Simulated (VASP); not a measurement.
# AlAs (F-43m) in VASP: notebook

Runs on AlAs. Level: PBEsol. Tasks: electric field gradients.

All numbers are computed with VASP 6.6.1; they aren't measurements. Logs are shortened: lines on timing, memory, paths and dates and some standing lists are left out, and cuts for length are marked.

### 1 The cell of the first run

It takes space group F-43m (No. 216, cubic). The conventional cell has a = 5.661 Å, b = 5.661 Å, c = 5.661 Å, α = 90.00°, β = 90.00°, γ = 90.00°. Within 3.2 Å of Al (site symmetry -43m) lie 4 As at 2.45 Å. As (site symmetry -43m) has 4 Al at 2.45 Å within 3.2 Å.

### 2 Electric field gradients, PBEsol

INCAR reads:

```
ALGO     = Normal         # electronic algorithm
EDIFF    = 1E-8           # SCF threshold, eV
ENCUT    = 400            # plane-wave cutoff, eV
GGA      = PS             # functional
GGA_COMPAT= F            
ISIF     = 2              # what is computed and relaxed
ISMEAR   = -1             # smearing method
LASPH    = T              # aspherical terms in the spheres
LCHARG   = F              # write CHGCAR
LEFG     = T            
LREAL    = F              # projectors in reciprocal space
LWAVE    = F              # write WAVECAR
NBANDS   = 11             # bands
NELM     = 120            # most SCF steps
PREC     = Accurate       # precision mode
SIGMA    = 0.05           # smearing width, eV
```

KPOINTS reads:

```
k-points
0
Gamma
  10 10 10
```

POSCAR reads:

```
AlAs
1.0
    0.0000000000      2.8304000000      2.8304000000
    2.8304000000      0.0000000000      2.8304000000
    2.8304000000      2.8304000000      0.0000000000
Al As
1 1
Direct
    0.0000000000      0.0000000000      0.0000000000
    0.7500000000      0.7500000000      0.7500000000
```

Potentials or basis: VASP PAW PBE potentials, release 64 (Al, As).

On the command line:

```console
> cat potpaw_PBE.64/Al/POTCAR potpaw_PBE.64/As/POTCAR > POTCAR
> mpirun -np 1 vasp_std > vasp.out
```

OUTCAR:

```text
EDIFF = 1E-8
   ENCUT = 400
   GGA = PS
   ISIF = 2
   ISMEAR = -1
   LASPH = T
   LREAL = F
   NELM = 120
   PREC = Accurate

 ion  position               nearest neighbor table
   1  0.000  0.000  0.000-   2 2.45   2 2.45   2 2.45   2 2.45
   2  0.750  0.750  0.750-   1 2.45   1 2.45   1 2.45   1 2.45

  LATTYP: Found a face centered cubic cell.
 ALAT       =     5.6608000000

  Lattice vectors:

 A1 = (   0.0000000000,   2.8304000000,   2.8304000000)
 A2 = (   2.8304000000,   0.0000000000,   2.8304000000)
 A3 = (   2.8304000000,   2.8304000000,   0.0000000000)

Analysis of symmetry for initial positions (statically):
=====================================================================
 Subroutine PRICEL returns:
 Original cell was already a primitive cell.

 Routine SETGRP: Setting up the symmetry group for a
 face centered cubic supercell.

 Subroutine GETGRP returns: Found 24 space group operations
 (whereof 24 operations were pure point group operations)
 out of a pool of 48 trial point group operations.

The static configuration has the point symmetry T_d .

Analysis of symmetry for dynamics (positions and initial velocities):
=====================================================================
 Subroutine PRICEL returns:
 Original cell was already a primitive cell.

 Routine SETGRP: Setting up the symmetry group for a
 face centered cubic supercell.

 Subroutine GETGRP returns: Found 24 space group operations
 (whereof 24 operations were pure point group operations)
 out of a pool of 48 trial point group operations.

The dynamic configuration has the point symmetry T_d .

 Subroutine INISYM returns: Found 24 space group operations
 (whereof 24 operations are pure point group operations),
 and found     1 'primitive' translations

----------------------------------------------------------------------------------------

                                     Primitive cell

  volume of cell :      45.3496

  direct lattice vectors                    reciprocal lattice vectors
     0.000000000  2.830400000  2.830400000    -0.176653477  0.176653477  0.176653477
     2.830400000  0.000000000  2.830400000     0.176653477 -0.176653477  0.176653477
     2.830400000  2.830400000  0.000000000     0.176653477  0.176653477 -0.176653477

  length of vectors
     4.002790067  4.002790067  4.002790067     0.305972797  0.305972797  0.305972797

  position of ions in fractional coordinates (direct lattice)
     0.000000000  0.000000000  0.000000000
     0.750000000  0.750000000  0.750000000

  ion indices of the primitive-cell ions
   primitive index   ion index
                 1           1
                 2           2

----------------------------------------------------------------------------------------

 KPOINTS: k-points

Automatic generation of k-mesh.
 Grid dimensions read from file:
 generate k-points for:   10   10   10

 Generating k-lattice:

  Cartesian coordinates                     Fractional coordinates (reciprocal lattice)
    -0.017665348  0.017665348  0.017665348     0.100000000  0.000000000  0.000000000
     0.017665348 -0.017665348  0.017665348     0.000000000  0.100000000  0.000000000
     0.017665348  0.017665348 -0.017665348     0.000000000  0.000000000  0.100000000

  Length of vectors
     0.030597280  0.030597280  0.030597280

  Shift w.r.t. Gamma in fractional coordinates (k-lattice)
     0.000000000  0.000000000  0.000000000

 Subroutine IBZKPT returns following result:
 ===========================================

 Found     47 irreducible k-points:

 Following reciprocal coordinates:
            Coordinates               Weight
  0.000000  0.000000  0.000000      1.000000
  0.100000  0.000000  0.000000      8.000000
  0.200000  0.000000  0.000000      8.000000
  0.300000  0.000000  0.000000      8.000000
  0.400000  0.000000  0.000000      8.000000
  0.500000  0.000000  0.000000      4.000000
[... 16 lines left out ...]
  0.300000  0.300000  0.000000      6.000000
  0.400000  0.300000  0.000000     24.000000
 [... further k-points ...]
   k-points           NKPTS =     47   k-points in BZ     NKDIM =     47   number of bands    NBANDS=     11
   number of dos      NEDOS =    301   number of ions     NIONS =      2
   total plane-waves  NPLWV =  21952
   dimension x,y,z NGX =    28 NGY =   28 NGZ =   28
   dimension x,y,z NGXF=    56 NGYF=   56 NGZF=   56
   ions per type =               1   1
   NGX,Y,Z   is equivalent  to a cutoff of  11.63, 11.63, 11.63 a.u.
   NGXF,Y,Z  is equivalent  to a cutoff of  23.26, 23.26, 23.26 a.u.
 SYSTEM =  unknown system
   PREC   = accura    normal or accurate (medium, high low for compatibility)
   ISTART =      0    job   : 0-new  1-cont  2-samecut
   ICHARG =      2    charge: 1-file 2-atom 10-const
   ISPIN  =      1    spin polarized calculation?
   LNONCOLLINEAR =      F non collinear calculations
   LSORBIT =      F    spin-orbit coupling
   LASPH  =      T    aspherical Exc in radial PAW
   ENCUT  =  400.0 eV  29.40 Ry    5.42 a.u.   6.53  6.53  6.53*2*pi/ulx,y,z
   NELM   =    120;   NELMIN=  2; NELMDL= -5     # of ELM steps
   EDIFF  = 0.1E-07   stopping-criterion for ELM
   LREAL  =      F    real-space projection
   EDIFFG = 0.1E-06   stopping-criterion for IOM
   NSW    =      0    number of steps for IOM
   IBRION =     -1    ionic relax: 0-MD 1-quasi-New 2-CG
   NFREE  =      0    steps in history (QN), initial steepest desc. (CG)
   ISIF   =      2    stress and relaxation
   ISYM   =      2    0-nonsym 1-usesym 2-fastsym
   POTIM  = 0.5000    time-step for ionic-motion
   TEBEG  =    0.0;   TEEND  =   0.0 temperature during run
   PSTRESS=    0.0 pullay stress
   NELECT =       8.0000    total number of electrons
   NUPDOWN=      -1.0000    fix difference up-down
   EMIN   =  10.00;   EMAX   =-10.00  energy-range for DOS
   EFERMI =   0.00;   METHOD = LEGACY
   ISMEAR =    -1;   SIGMA  =   0.05  broadening in eV -4-tet -1-fermi 0-gaus
   EFERMI_NEDOS =   21; number of points for ismear=-14 and -15
   IALGO  =     38    algorithm
   IMIX   =      4    mixing-type and parameters
     AMIX     =   0.40;   BMIX     =  1.00
     AMIX_MAG =   1.60;   BMIX_MAG =  1.00
  volume/ion in A,a.u.               =      22.67       153.02
  Fermi-wavevector in a.u.,A,eV,Ry     =   0.918150  1.735052 11.469706  0.843000
  Thomas-Fermi vector in A             =   2.043199
   LORBIT       =      0    0 simple, 1 ext, 2 COOP (PROOUT), +10 PAW based schemes
   GGA     = PS    functional components
   LHFCALC =     F    Hartree Fock is set to
   AEXX    =    0.0000 exact exchange contribution
   IVDW    =     0    specifies the selected vdW correction
   LEPSILON=     F    determine dielectric tensor
   LRPA    =     F    only Hartree local field effects (RPA)
 non-spin polarized calculation
  energy-cutoff  :      400.00
  volume of cell :       45.35
 maximum number of plane-waves:       869
 NGX is ok and might be reduce to    28
   NGX = 13   NGY = 13   NGZ = 13

 number of electron       7.9999999 magnetization

 Free energy of the ion-electron system (eV)
  ---------------------------------------------------
  ext. energy  EPLUGINS =         0.00000000
  ---------------------------------------------------
  free energy    TOTEN  =       -10.06440090 eV

  energy without entropy =      -10.06440088  energy(sigma->0) =      -10.06440089

 E-fermi :   4.4808     XC(G=0):  -9.1959

 val. band max:        3.8012481938   @ k =   0.0000   0.0000   0.0000
 cond. band min:       5.1210089908   @ k =   0.5000   0.5000   0.0000
 fundamental gap:      1.3197607970
 Fermi energy:         4.4808206790

 k-point     1 :       0.0000    0.0000    0.0000
  band No.  band energies     occupation
      1      -8.0860      2.00000
      2       3.8012      2.00000
      3       3.8012      2.00000
      4       3.8012      2.00000
      5       5.7814      0.00000
      6       8.0650      0.00000
      7       8.0650      0.00000
      8       8.0650      0.00000
      9      12.5129      0.00000
     10      12.7929      0.00000
     11      12.7929      0.00000
[... 309 lines left out ...]
 k-point    24 :       0.4000    0.3000    0.0000
  band No.  band energies     occupation
      1      -6.6587      2.00000
      2      -0.7533      2.00000
      3       1.6585      2.00000
      4       1.9825      2.00000
      5       5.8848      0.00000
      6       6.9882      0.00000
      7      11.3210      0.00000
      8      11.7652      0.00000
      9      13.8517      0.00000
     10      15.2504      0.00000
     11      16.7228      0.00000

 [... further k-points ...]

------------------------ aborting loop because EDIFF is reached ----------------------------------------

  FORCE on cell =-STRESS in cart. coord.  units (eV):
  Direction    XX          YY          ZZ          XY          YZ          ZX
  --------------------------------------------------------------------------------------
  -------------------------------------------------------------------------------------
  Total        0.2270799      0.2270799      0.2270799      0.0000000      0.0000000      0.0000000
  in kB        8.0226128      8.0226128      8.0226128      0.0000000      0.0000000      0.0000000
  external PRESSURE =       8.0226128 kB  Pullay stress =       0.0000000 kB

 VOLUME and BASIS-vectors are now :
 -----------------------------------------------------------------------------
  energy-cutoff  :      400.00
  volume of cell :       45.35
      direct lattice vectors                 reciprocal lattice vectors
     0.000000000  2.830400000  2.830400000    -0.176653477  0.176653477  0.176653477
     2.830400000  0.000000000  2.830400000     0.176653477 -0.176653477  0.176653477
     2.830400000  2.830400000  0.000000000     0.176653477  0.176653477 -0.176653477

 POSITION                                       TOTAL-FORCE (eV/Angst)
 -----------------------------------------------------------------------------------
      0.00000      0.00000      0.00000        -0.000000     -0.000000     -0.000000
      4.24560      4.24560      4.24560         0.000000      0.000000      0.000000
 -----------------------------------------------------------------------------------
    total drift:                               -0.000000     -0.000000     -0.000000

  FREE ENERGIE OF THE ION-ELECTRON SYSTEM (eV)
  ---------------------------------------------------
  free  energy   TOTEN  =       -10.0644009022 eV

  energy  without entropy=      -10.0644008769  energy(sigma->0) =      -10.06440089

 Electric field gradients (V/A^2)
---------------------------------------------------------------------
 ion       V_xx      V_yy      V_zz      V_xy      V_xz      V_yz
---------------------------------------------------------------------
   1      -0.000    -0.000     0.000    -0.000    -0.000    -0.000
   2      -0.000    -0.000    -0.000    -0.000    -0.000    -0.000
---------------------------------------------------------------------

 Electric field gradients after diagonalization (V/A^2)
 (convention: |V_zz| > |V_xx| > |V_yy|)
----------------------------------------------------------------------
 ion       V_xx      V_yy      V_zz     asymmetry (V_yy - V_xx)/ V_zz
----------------------------------------------------------------------
   1       0.000     0.000    -0.000       0.000
   2       0.000     0.000    -0.001       0.000
----------------------------------------------------------------------

           NMR quadrupolar parameters

 Cq : quadrupolar parameter    Cq=e*Q*V_zz/h
 eta: asymmetry parameters     (V_yy - V_xx)/ V_zz
 Q  : nuclear electric quadrupole moment in mb (millibarn)
----------------------------------------------------------------------
 ion       Cq(MHz)       eta       Q (mb)
----------------------------------------------------------------------
   1      -0.000       0.000       1.000
   2      -0.000       0.000       1.000
----------------------------------------------------------------------
```

It took 8.6 s on 1 thread of Intel Xeon 6975P-C (Granite Rapids), shared host; peak memory 0.16 GiB.

Results:

| Item | Value |
| --- | --- |
| Free energy | -10.0644 eV |
| Pressure | 0.8 GPa |
| Band gap on the k mesh | 1.32 eV, indirect (least direct gap 1.98 eV) |

Levels at points of the mesh, in eV from the valence-band top:
| k point | band 2 | band 3 | band 4 | band 5 | band 6 | band 7 |
| --- | --- | --- | --- | --- | --- | --- |
| (0.00, 0.00, 0.00) | 0.00 | 0.00 | 0.00 | 1.98 | 4.26 | 4.26 |
| (0.50, 0.00, 0.00) | -5.60 | -0.83 | -0.83 | 2.08 | 4.63 | 4.63 |
| (0.50, 0.50, 0.00) | -5.44 | -2.19 | -2.19 | 1.32 | 2.22 | 10.28 |

Caveat: without QUAD_EFG the Cq values of the log hold for a quadrupole moment of 1 mb, not for the nuclei; the PAW data sets were made with another functional, which shifts forces and pressure a little. A k mesh can miss the band edges.

### 3 Electric field gradients, PBEsol (volume scaled by 0.94)

INCAR reads:

```
SYSTEM = AlAs
ALGO = Normal
EDIFF = 1E-8
ENCUT = 400
GGA = PS
GGA_COMPAT = .False.
ISIF = 2
ISMEAR = -1
LASPH = .True.
LCHARG = .False.
LEFG = .True.
LREAL = .False.
LWAVE = .False.
NBANDS = 11
NELM = 120
PREC = Accurate
SIGMA = 0.05
```

KPOINTS reads:

```
k-points
0
Gamma
  10 10 10
  0 0 0
```

POSCAR reads:

```
AlAs
1.0
    0.0000000000      2.7726205221      2.7726205221
    2.7726205221      0.0000000000      2.7726205221
    2.7726205221      2.7726205221      0.0000000000
Al As
1 1
Direct
    0.0000000000      0.0000000000      0.0000000000
    0.7500000000      0.7500000000      0.7500000000
```

Potentials or basis: VASP PAW PBE potentials, release 64 (Al, As).

On the command line:

```console
> cat potpaw_PBE.64/Al/POTCAR potpaw_PBE.64/As/POTCAR > POTCAR
> mpirun -np 1 vasp_std > vasp.out
```

OUTCAR:

```text
SYSTEM = AlAs
   EDIFF = 1E-8
   ENCUT = 400
   GGA = PS
   ISIF = 2
   ISMEAR = -1
   LASPH = .True.
   LREAL = .False.
   NELM = 120
   PREC = Accurate

 ion  position               nearest neighbor table
   1  0.000  0.000  0.000-   2 2.40   2 2.40   2 2.40   2 2.40
   2  0.750  0.750  0.750-   1 2.40   1 2.40   1 2.40   1 2.40

  LATTYP: Found a face centered cubic cell.
 ALAT       =     5.5452410442

  Lattice vectors:

 A1 = (   0.0000000000,   2.7726205221,   2.7726205221)
 A2 = (   2.7726205221,   0.0000000000,   2.7726205221)
 A3 = (   2.7726205221,   2.7726205221,   0.0000000000)

Analysis of symmetry for initial positions (statically):
=====================================================================
 Subroutine PRICEL returns:
 Original cell was already a primitive cell.

 Routine SETGRP: Setting up the symmetry group for a
 face centered cubic supercell.

 Subroutine GETGRP returns: Found 24 space group operations
 (whereof 24 operations were pure point group operations)
 out of a pool of 48 trial point group operations.

The static configuration has the point symmetry T_d .

Analysis of symmetry for dynamics (positions and initial velocities):
=====================================================================
 Subroutine PRICEL returns:
 Original cell was already a primitive cell.

 Routine SETGRP: Setting up the symmetry group for a
 face centered cubic supercell.

 Subroutine GETGRP returns: Found 24 space group operations
 (whereof 24 operations were pure point group operations)
 out of a pool of 48 trial point group operations.

The dynamic configuration has the point symmetry T_d .

[... 479 lines left out ...]
      3       2.0530      2.00000
      4       2.4032      2.00000
      5       6.3846      0.00000
      6       7.5686      0.00000
      7      12.2241      0.00000
      8      12.5915      0.00000
      9      14.9460      0.00000
     10      16.0487      0.00000
     11      17.7571      0.00000

 [... further k-points ...]

------------------------ aborting loop because EDIFF is reached ----------------------------------------

  FORCE on cell =-STRESS in cart. coord.  units (eV):
  Direction    XX          YY          ZZ          XY          YZ          ZX
  --------------------------------------------------------------------------------------
  -------------------------------------------------------------------------------------
  Total        1.6324866      1.6324866      1.6324866     -0.0000000      0.0000000      0.0000000
  in kB       61.3562661     61.3562661     61.3562661     -0.0000000      0.0000000      0.0000000
  external PRESSURE =      61.3562661 kB  Pullay stress =       0.0000000 kB

 VOLUME and BASIS-vectors are now :
 -----------------------------------------------------------------------------
  energy-cutoff  :      400.00
  volume of cell :       42.63
      direct lattice vectors                 reciprocal lattice vectors
     0.000000000  2.772620522  2.772620522    -0.180334812  0.180334812  0.180334812
     2.772620522  0.000000000  2.772620522     0.180334812 -0.180334812  0.180334812
     2.772620522  2.772620522  0.000000000     0.180334812  0.180334812 -0.180334812

 POSITION                                       TOTAL-FORCE (eV/Angst)
 -----------------------------------------------------------------------------------
      0.00000      0.00000      0.00000         0.000000      0.000000      0.000000
      4.15893      4.15893      4.15893        -0.000000     -0.000000     -0.000000
 -----------------------------------------------------------------------------------
    total drift:                               -0.000000     -0.000000     -0.000000

  FREE ENERGIE OF THE ION-ELECTRON SYSTEM (eV)
  ---------------------------------------------------
  free  energy   TOTEN  =       -10.0074264429 eV

  energy  without entropy=      -10.0074263721  energy(sigma->0) =      -10.00742641

 Electric field gradients (V/A^2)
---------------------------------------------------------------------
 ion       V_xx      V_yy      V_zz      V_xy      V_xz      V_yz
---------------------------------------------------------------------
   1      -0.000    -0.000     0.000    -0.000    -0.000    -0.000
   2      -0.000    -0.000    -0.000    -0.000    -0.000    -0.000
---------------------------------------------------------------------

 Electric field gradients after diagonalization (V/A^2)
 (convention: |V_zz| > |V_xx| > |V_yy|)
----------------------------------------------------------------------
 ion       V_xx      V_yy      V_zz     asymmetry (V_yy - V_xx)/ V_zz
----------------------------------------------------------------------
   1       0.000     0.000    -0.000       0.000
   2       0.000     0.000    -0.000       0.000
----------------------------------------------------------------------

           NMR quadrupolar parameters

 Cq : quadrupolar parameter    Cq=e*Q*V_zz/h
 eta: asymmetry parameters     (V_yy - V_xx)/ V_zz
 Q  : nuclear electric quadrupole moment in mb (millibarn)
----------------------------------------------------------------------
 ion       Cq(MHz)       eta       Q (mb)
----------------------------------------------------------------------
   1      -0.000       0.000       1.000
   2      -0.000       0.000       1.000
----------------------------------------------------------------------
```

Run time: 8.5 s. Hardware: 1 thread of Intel Xeon 6975P-C (Granite Rapids), shared host; peak memory 0.16 GiB.

What came out:

```yaml
Free_energy: -10.0074 eV
Pressure: 6.1 GPa
Band_gap_on_the_k_mesh: 1.21 eV, indirect (least direct gap 2.47 eV)
```

Levels at points of the mesh, in eV from the valence-band top:
| k point | band 2 | band 3 | band 4 | band 5 | band 6 | band 7 |
| --- | --- | --- | --- | --- | --- | --- |
| (0.00, 0.00, 0.00) | 0.00 | 0.00 | 0.00 | 2.47 | 4.37 | 4.37 |
| (0.50, 0.00, 0.00) | -5.89 | -0.87 | -0.87 | 2.32 | 4.67 | 4.67 |
| (0.50, 0.50, 0.00) | -5.67 | -2.33 | -2.33 | 1.21 | 2.22 | 10.76 |

Caveat: without QUAD_EFG the Cq values of the log hold for a quadrupole moment of 1 mb, not for the nuclei; the PAW data sets were made with another functional, which shifts forces and pressure a little. A k mesh can miss the band edges.

[end of part 1 of 2]
